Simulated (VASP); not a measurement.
# Zn3Rh (I4/mmm) in VASP: single point with LDA

Aim: the single point of Zn3Rh with LDA.

Everything below comes from runs of VASP 6.6.1. Logs are shortened: lines on timing, memory, paths and dates and some standing lists are left out, and cuts for length are marked.

### 1 The cell of the first run

It takes space group I4/mmm (No. 139, tetragonal). Conventional cell: a = 3.611 Å, b = 3.611 Å, c = 7.899 Å, α = 90.00°, β = 90.00°, γ = 90.00°. Zn (site symmetry -4m2) has 8 Zn at 2.55 to 2.68 Å and 4 Rh at 2.68 Å within 3.4 Å. Zn (site symmetry 4/mmm) has 4 Rh at 2.55 Å and 8 Zn at 2.68 Å within 3.4 Å. Within 3.4 Å of Rh (site symmetry 4/mmm) lie 12 Zn at 2.55 to 2.68 Å.

### 2 Single point, LDA

INCAR

```
ALGO = Normal
EDIFF = 1E-6
ENCUT = 500
GGA_COMPAT = False
ISIF = 2
ISMEAR = -1
LASPH = True
LCHARG = False
LREAL = False
LWAVE = False
NBANDS = 34
NELM = 120
PREC = Accurate
SIGMA = 0.15
```

KPOINTS

```
k-points
0
Gamma
  16 16 16
```

POSCAR

```
Zn3Rh
1.0
   -1.8053089338      1.8053089338      3.9494592755
    1.8053089338     -1.8053089338      3.9494592755
    1.8053089338      1.8053089338     -3.9494592755
Zn Rh
3 1
Direct
    0.7500000000      0.2500000000      0.5000000000
    0.2500000000      0.7500000000      0.5000000000
    0.5000000000      0.5000000000      0.0000000000
    0.0000000000      0.0000000000      0.0000000000
```

Potentials or basis: VASP PAW LDA potentials, release 64 (Zn, Rh_pv).

Started as:

```sh
> cat potpaw_LDA.64/Zn/POTCAR potpaw_LDA.64/Rh_pv/POTCAR > POTCAR
> mpirun -np 1 vasp_std > vasp.out
```

OUTCAR:

```text
EDIFF = 1E-6
   ENCUT = 500
   ISIF = 2
   ISMEAR = -1
   LASPH = True
   LREAL = False
   NELM = 120
   PREC = Accurate

 ion  position               nearest neighbor table
   1  0.750  0.250  0.500-   2 2.55   2 2.55   2 2.55   2 2.55   3 2.68   3 2.68   4 2.68   4 2.68
                             4 2.68   3 2.68   4 2.68   3 2.68
   2  0.250  0.750  0.500-   1 2.55   1 2.55   1 2.55   1 2.55   4 2.68   4 2.68   3 2.68   3 2.68
                             4 2.68   3 2.68   4 2.68   3 2.68
   3  0.500  0.500  0.000-   4 2.55   4 2.55   4 2.55   4 2.55   2 2.68   2 2.68   1 2.68   1 2.68
                             2 2.68   1 2.68   2 2.68   1 2.68
   4  0.000  0.000  0.000-   3 2.55   3 2.55   3 2.55   3 2.55   1 2.68   1 2.68   2 2.68   2 2.68
                             2 2.68   1 2.68   2 2.68   1 2.68

  LATTYP: Found a body centered tetragonal cell.
 ALAT       =     3.6106178676
 C/A-ratio  =     2.1876916474

  Lattice vectors:

 A1 = (  -1.8053089338,   1.8053089338,   3.9494592755)
 A2 = (   1.8053089338,  -1.8053089338,   3.9494592755)
 A3 = (   1.8053089338,   1.8053089338,  -3.9494592755)

Analysis of symmetry for initial positions (statically):
=====================================================================
 Subroutine PRICEL returns:
 Original cell was already a primitive cell.

 Routine SETGRP: Setting up the symmetry group for a
 body centered tetragonal supercell.

 Subroutine GETGRP returns: Found 16 space group operations
 (whereof 16 operations were pure point group operations)
 out of a pool of 16 trial point group operations.

The static configuration has the point symmetry D_4h.

Analysis of symmetry for dynamics (positions and initial velocities):
=====================================================================
 Subroutine PRICEL returns:
 Original cell was already a primitive cell.

 Routine SETGRP: Setting up the symmetry group for a
 body centered tetragonal supercell.

 Subroutine GETGRP returns: Found 16 space group operations
 (whereof 16 operations were pure point group operations)
 out of a pool of 16 trial point group operations.

The dynamic configuration has the point symmetry D_4h.

 Subroutine INISYM returns: Found 16 space group operations
 (whereof 16 operations are pure point group operations),
 and found     1 'primitive' translations

----------------------------------------------------------------------------------------

                                     Primitive cell

  volume of cell :      51.4874

  direct lattice vectors                    reciprocal lattice vectors
    -1.805308934  1.805308934  3.949459276     0.000000000  0.276960907  0.126599609
     1.805308934 -1.805308934  3.949459276     0.276960907  0.000000000  0.126599609
     1.805308934  1.805308934 -3.949459276     0.276960907  0.276960907  0.000000000

  length of vectors
     4.702819289  4.702819289  4.702819289     0.304523899  0.304523899  0.391681871

  position of ions in fractional coordinates (direct lattice)
     0.750000000  0.250000000  0.500000000
     0.250000000  0.750000000  0.500000000
     0.500000000  0.500000000  0.000000000
     0.000000000  0.000000000  0.000000000

  ion indices of the primitive-cell ions
   primitive index   ion index
                 1           1
                 2           2
                 3           3
                 4           4

----------------------------------------------------------------------------------------

 KPOINTS: k-points

Automatic generation of k-mesh.
 Grid dimensions read from file:
 generate k-points for:   16   16   16

 Generating k-lattice:

  Cartesian coordinates                     Fractional coordinates (reciprocal lattice)
     0.000000000  0.017310057  0.007912476     0.062500000 -0.000000000  0.000000000
     0.017310057  0.000000000  0.007912476    -0.000000000  0.062500000  0.000000000
     0.017310057  0.017310057  0.000000000     0.000000000  0.000000000  0.062500000

  Length of vectors
     0.019032744  0.019032744  0.024480117

  Shift w.r.t. Gamma in fractional coordinates (k-lattice)
     0.000000000  0.000000000  0.000000000

 Subroutine IBZKPT returns following result:
 ===========================================

 Found    349 irreducible k-points:

 Following reciprocal coordinates:
            Coordinates               Weight
  0.000000  0.000000  0.000000      1.000000
  0.062500 -0.000000  0.000000      8.000000
  0.125000 -0.000000  0.000000      8.000000
  0.187500 -0.000000  0.000000      8.000000
  0.250000 -0.000000  0.000000      8.000000
  0.312500 -0.000000  0.000000      8.000000
[... 16 lines left out ...]
 -0.125000  0.062500 -0.000000     16.000000
 -0.062500  0.062500  0.000000      4.000000
 [... further k-points ...]
   k-points           NKPTS =    349   k-points in BZ     NKDIM =    349   number of bands    NBANDS=     34
   number of dos      NEDOS =    301   number of ions     NIONS =      4
   total plane-waves  NPLWV =  46656
   dimension x,y,z NGX =    36 NGY =   36 NGZ =   36
   dimension x,y,z NGXF=    72 NGYF=   72 NGZF=   72
   ions per type =               3   1
   NGX,Y,Z   is equivalent  to a cutoff of  12.73, 12.73, 12.73 a.u.
   NGXF,Y,Z  is equivalent  to a cutoff of  25.45, 25.45, 25.45 a.u.
 SYSTEM =  unknown system
   PREC   = accura    normal or accurate (medium, high low for compatibility)
   ISTART =      0    job   : 0-new  1-cont  2-samecut
   ICHARG =      2    charge: 1-file 2-atom 10-const
   ISPIN  =      1    spin polarized calculation?
   LNONCOLLINEAR =      F non collinear calculations
   LSORBIT =      F    spin-orbit coupling
   LASPH  =      T    aspherical Exc in radial PAW
   ENCUT  =  500.0 eV  36.75 Ry    6.06 a.u.   8.57  8.57  8.57*2*pi/ulx,y,z
   NELM   =    120;   NELMIN=  2; NELMDL= -5     # of ELM steps
   EDIFF  = 0.1E-05   stopping-criterion for ELM
   LREAL  =      F    real-space projection
   EDIFFG = 0.1E-04   stopping-criterion for IOM
   NSW    =      0    number of steps for IOM
   IBRION =     -1    ionic relax: 0-MD 1-quasi-New 2-CG
   NFREE  =      0    steps in history (QN), initial steepest desc. (CG)
   ISIF   =      2    stress and relaxation
   ISYM   =      2    0-nonsym 1-usesym 2-fastsym
   POTIM  = 0.5000    time-step for ionic-motion
   TEBEG  =    0.0;   TEEND  =   0.0 temperature during run
   PSTRESS=    0.0 pullay stress
   NELECT =      51.0000    total number of electrons
   NUPDOWN=      -1.0000    fix difference up-down
   EMIN   =  10.00;   EMAX   =-10.00  energy-range for DOS
   EFERMI =   0.00;   METHOD = LEGACY
   ISMEAR =    -1;   SIGMA  =   0.15  broadening in eV -4-tet -1-fermi 0-gaus
   EFERMI_NEDOS =   21; number of points for ismear=-14 and -15
   IALGO  =     38    algorithm
   IMIX   =      4    mixing-type and parameters
     AMIX     =   0.40;   BMIX     =  1.00
     AMIX_MAG =   1.60;   BMIX_MAG =  1.00
  volume/ion in A,a.u.               =      12.87        86.86
  Fermi-wavevector in a.u.,A,eV,Ry     =   1.631917  3.083875 36.234385  2.663152
  Thomas-Fermi vector in A             =   2.723974
   LORBIT       =      0    0 simple, 1 ext, 2 COOP (PROOUT), +10 PAW based schemes
   GGA     = CA    functional components
   LHFCALC =     F    Hartree Fock is set to
   AEXX    =    0.0000 exact exchange contribution
   IVDW    =     0    specifies the selected vdW correction
   LEPSILON=     F    determine dielectric tensor
   LRPA    =     F    only Hartree local field effects (RPA)
 non-spin polarized calculation
  energy-cutoff  :      500.00
  volume of cell :       51.49
 maximum number of plane-waves:      1339
   NGX = 17   NGY = 17   NGZ = 17

 number of electron      51.0000001 magnetization

 Free energy of the ion-electron system (eV)
  ---------------------------------------------------
  ext. energy  EPLUGINS =         0.00000000
  ---------------------------------------------------
  free energy    TOTEN  =       -15.70969377 eV

  energy without entropy =      -15.61407007  energy(sigma->0) =      -15.66188192

 E-fermi :   5.7446     XC(G=0): -13.3020

 val. band max:        5.7440206906   @ k =   0.4375   0.1875   0.1250
 cond. band min:       5.7501271834   @ k =  -0.4375   0.1875   0.0000
 fundamental gap:      0.0061064928
 Fermi energy:         5.7446180288

 k-point     1 :       0.0000    0.0000    0.0000
  band No.  band energies     occupation
      1     -40.0200      2.00000
      2     -40.0200      2.00000
      3     -40.0178      2.00000
      4      -4.8192      2.00000
      5      -2.5888      2.00000
      6      -2.5380      2.00000
[... 26 lines left out ...]
     33      14.7456      0.00000
     34      15.0560      0.00000

 k-point     2 :       0.0625   -0.0000    0.0000
  band No.  band energies     occupation
      1     -40.0207      2.00000
      2     -40.0200      2.00000
      3     -40.0178      2.00000
      4      -4.7601      2.00000
      5      -2.5696      2.00000
      6      -2.5245      2.00000
[... 26 lines left out ...]
     33      14.8763      0.00000
     34      15.3499      0.00000

 k-point     3 :       0.1250   -0.0000    0.0000
  band No.  band energies     occupation
      1     -40.0225      2.00000
      2     -40.0200      2.00000
      3     -40.0178      2.00000
      4      -4.5846      2.00000
      5      -2.5137      2.00000
      6      -2.4842      2.00000
[... 26 lines left out ...]
     33      14.8442      0.00000
     34      16.4137      0.00000

 k-point     4 :       0.1875   -0.0000    0.0000
  band No.  band energies     occupation
      1     -40.0253      2.00000
      2     -40.0199      2.00000
      3     -40.0177      2.00000
      4      -4.2983      2.00000
      5      -2.4273      2.00000
      6      -2.4186      2.00000
[... 26 lines left out ...]
     33      15.5818      0.00000
     34      16.3183      0.00000

 k-point     5 :       0.2500   -0.0000    0.0000
  band No.  band energies     occupation
      1     -40.0286      2.00000
      2     -40.0199      2.00000
      3     -40.0176      2.00000
      4      -3.9131      2.00000
      5      -2.3300      2.00000
      6      -2.3258      2.00000
[... 621 lines left out ...]
 k-point    22 :      -0.1875    0.0625    0.0000
  band No.  band energies     occupation
      1     -40.0253      2.00000
      2     -40.0205      2.00000
      3     -40.0176      2.00000
      4      -4.3003      2.00000
      5      -2.4520      2.00000
      6      -2.3843      2.00000
[... 26 lines left out ...]
     33      15.6222      0.00000
     34      15.6761      0.00000

 k-point    23 :      -0.1250    0.0625   -0.0000
  band No.  band energies     occupation
      1     -40.0225      2.00000
      2     -40.0206      2.00000
      3     -40.0177      2.00000
      4      -4.5665      2.00000
      5      -2.5175      2.00000
      6      -2.4626      2.00000
[... 26 lines left out ...]
     33      15.1829      0.00000
     34      16.2854      0.00000

 k-point    24 :      -0.0625    0.0625    0.0000
  band No.  band energies     occupation
      1     -40.0207      2.00000
      2     -40.0206      2.00000
      3     -40.0178      2.00000
      4      -4.7214      2.00000
      5      -2.5581      2.00000
      6      -2.5103      2.00000
[... 26 lines left out ...]
     33      15.2891      0.00000
     34      15.3220      0.00000

 [... further k-points ...]

------------------------ aborting loop because EDIFF is reached ----------------------------------------

  FORCE on cell =-STRESS in cart. coord.  units (eV):
  Direction    XX          YY          ZZ          XY          YZ          ZX
  --------------------------------------------------------------------------------------
  -------------------------------------------------------------------------------------
  Total        0.3776486      0.3776486      0.3627364      0.0000000      0.0000000      0.0000000
  in kB       11.7516212     11.7516212     11.2875844      0.0000000      0.0000000      0.0000000
  external PRESSURE =      11.5969423 kB  Pullay stress =       0.0000000 kB

 VOLUME and BASIS-vectors are now :
 -----------------------------------------------------------------------------
  energy-cutoff  :      500.00
  volume of cell :       51.49
      direct lattice vectors                 reciprocal lattice vectors
    -1.805308934  1.805308934  3.949459276     0.000000000  0.276960907  0.126599609
     1.805308934 -1.805308934  3.949459276     0.276960907  0.000000000  0.126599609
     1.805308934  1.805308934 -3.949459276     0.276960907  0.276960907  0.000000000

 POSITION                                       TOTAL-FORCE (eV/Angst)
 -----------------------------------------------------------------------------------
      0.00000      1.80531      1.97473         0.000000      0.000000     -0.000000
      1.80531      0.00000      1.97473         0.000000     -0.000000      0.000000
      0.00000      0.00000      3.94946        -0.000000      0.000000      0.000000
      0.00000      0.00000      0.00000        -0.000000      0.000000      0.000000
 -----------------------------------------------------------------------------------
    total drift:                               -0.000000      0.000000      0.000000

  FREE ENERGIE OF THE ION-ELECTRON SYSTEM (eV)
  ---------------------------------------------------
  free  energy   TOTEN  =       -15.7096937699 eV

  energy  without entropy=      -15.6140700740  energy(sigma->0) =      -15.66188192
```

Wall time 8.7 min (1 thread of Oxide Virtual Turin-like, shared host); peak memory 0.52 GiB.

What came out:

| Property | Result |
| --- | --- |
| Free energy | -15.7097 eV |
| Pressure | 1.2 GPa |
| Band gap on the k mesh | zero (an odd number of electrons rules out a gap without spin polarisation) |
